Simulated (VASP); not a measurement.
## Ge: single point with PBEsol

Crystal: Ge.

```xyz
2
Lattice="0.0000 0.0000 -2.6427 2.7652 0.0000 0.0000 0.0000 -5.0390 0.0000" Properties=species:S:1:pos:R:3 pbc="T T T"
Ge    1.3826    0.0000    0.0250
Ge    0.0000   -2.5195   -0.0250
```

This cell differs from its parent crystal: mode 5 (55.6 1/cm) frozen in, largest displacement +0.025 Å.

```
Program                : VASP 6.6.1
Task                   : single point
Functional             : PBEsol
Potentials or basis    : VASP PAW PBE potentials, release 64 (Ge_d)
Cutoff                 : 520 eV
k mesh                 : 22 × 22 × 12
Occupations            : gaussian, width 0.15 eV
Spin                   : no spin polarisation
Dipole correction      : no
Further INCAR settings : ALGO = Normal; EDIFF = 1e-06; NBANDS = 21
```

| Property | Result |
| --- | --- |
| Pressure | -0.1 GPa |
| Largest force | 0.020 eV/Å |
| Band gap on the k mesh | zero (band 14 reaches 12.04 eV, above the bottom of band 15 at 4.46 eV) |

Forces in eV/Å, atoms in the order of the input:
```
Ge   0.000  0.000 -0.020
Ge   0.000  0.000  0.020
```

Stress tensor (GPa, compression positive):
```
 1.21  0.00  0.00
 0.00 -0.90  0.00
 0.00  0.00 -0.58
```

Levels at points of the mesh, in eV from the Fermi level:
| k point | band 12 | band 13 | band 14 | band 15 | band 16 | band 17 |
| --- | --- | --- | --- | --- | --- | --- |
| (0.00, 0.00, 0.00) | -8.69 | -5.91 | 5.06 | 6.97 | 7.84 | 8.93 |
| (0.50, 0.00, 0.00) | -6.14 | -4.26 | -2.58 | -2.32 | 3.13 | 8.19 |
| (0.00, 0.50, 0.00) | -8.70 | -3.17 | -3.17 | -0.87 | -0.87 | 10.97 |
| (0.50, 0.50, 0.00) | -4.54 | -2.04 | -2.04 | 0.63 | 0.63 | 2.47 |
| (0.00, 0.00, 0.50) | -11.98 | 0.22 | 0.22 | 6.48 | 6.48 | 8.32 |
| (0.50, 0.00, 0.50) | -7.91 | -4.77 | -4.77 | 3.92 | 3.92 | 8.30 |
| (0.00, 0.50, 0.50) | -8.05 | -5.73 | -5.73 | 3.73 | 3.73 | 7.76 |
| (0.50, 0.50, 0.50) | -3.53 | -2.45 | -2.45 | -1.84 | -1.84 | 3.41 |

Run time: 10 min on 1 thread of Intel(R) Xeon(R) Platinum 8375C CPU @ 2.90GHz (Ice Lake), on a shared host, peak memory 0.65 GiB.

Caveat: the cell differs from its parent crystal (mode 5 (55.6 1/cm) frozen in, largest displacement +0.025 Å); the PAW data sets were made with another functional, which shifts forces and pressure a little.
